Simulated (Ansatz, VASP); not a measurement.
Two plane-wave programs on SrO

The input POSCAR:

```
SrO
1.0
    0.0000000000      2.5698000000      2.4670080000
    2.5698000000      0.0000000000      2.4670080000
    2.5698000000      2.5698000000      0.0000000000
Sr O
1 1
Direct
    0.0000000000      0.0000000000      0.0000000000
    0.5000000000      0.5000000000      0.5000000000
```

The input INCAR.step1:

```
SYSTEM = SrO
PREC = Accurate
ENCUT = 520
ISMEAR = 0
SIGMA = 0.05
LREAL = .FALSE.
LASPH = .TRUE.
NELM = 100
NBANDS = 15
GGA = PE
ALGO = Normal
EDIFF = 1E-4
LWAVE = .TRUE.
LCHARG = .FALSE.
```

Contents of INCAR.step2:

```
SYSTEM = SrO
PREC = Accurate
ENCUT = 520
EDIFF = 1E-7
ISMEAR = 0
SIGMA = 0.05
LREAL = .FALSE.
LASPH = .TRUE.
NELM = 100
ALGO = Normal
ISIF = 2
LWAVE = .FALSE.
LCHARG = .FALSE.
METAGGA = R2SCAN
LMIXTAU = .TRUE.
NBANDS = 15
ISTART = 1
```

File KPOINTS:

```
Automatic mesh
0
G
  8 8 8
  0 0 0
```

Input for Ansatz:

```yaml
crystal:
  lattice:
    - [0.0, 2.5698, 2.467008]
    - [2.5698, 0.0, 2.467008]
    - [2.5698, 2.5698, 0.0]
  atoms:
    - { symbol: Sr, position: [0.0, 0.0, 0.0] }
    - { symbol: O, position: [0.5, 0.5, 0.5] }
basis:
  ecutwfc: 500
kpoints:
  mp_grid: { grid: [8, 8, 8] }
hamiltonian:
  xc: r2scan
scf:
  occupations: { method: gaussian, width: 0.05 }
output:
  forces: true
  stress: true
  eigenvalues: true
```

Change from the starting cell: strain +0.000 along x and y, -0.040 along z, atoms carried along.

Alike in both runs: task single point; functional r2SCAN; k mesh 8 × 8 × 8; occupations gaussian, width 0.05 eV; no spin polarisation.

|  | VASP | Ansatz |
| --- | --- | --- |
| version | VASP 6.6.1 | Ansatz 0.2.0 |
| potentials or method | VASP PAW PBE potentials, release 64 (Sr_sv, O), cutoff 520 eV | scalar-relativistic, plane waves, PAW |
| valence electrons in the cell | 16 | 16 |

VASP gave:

| Item | Value |
| --- | --- |
| gap on the k mesh at the Fermi level (eV) | 3.48 |
| least direct gap on the mesh (eV) | 3.69 |
| pressure (GPa) | 6.6 |
| traceless stress, the component that is largest in VASP (GPa) | 5.47 |

Q: Which values does Ansatz return?

A: gap on the k mesh at the Fermi level (eV): 3.54; least direct gap on the mesh (eV): 3.73; pressure (GPa): 6.0; traceless stress, the component that is largest in VASP (GPa): 5.20.

VASP's potentials were made for PBE, not for r2SCAN.
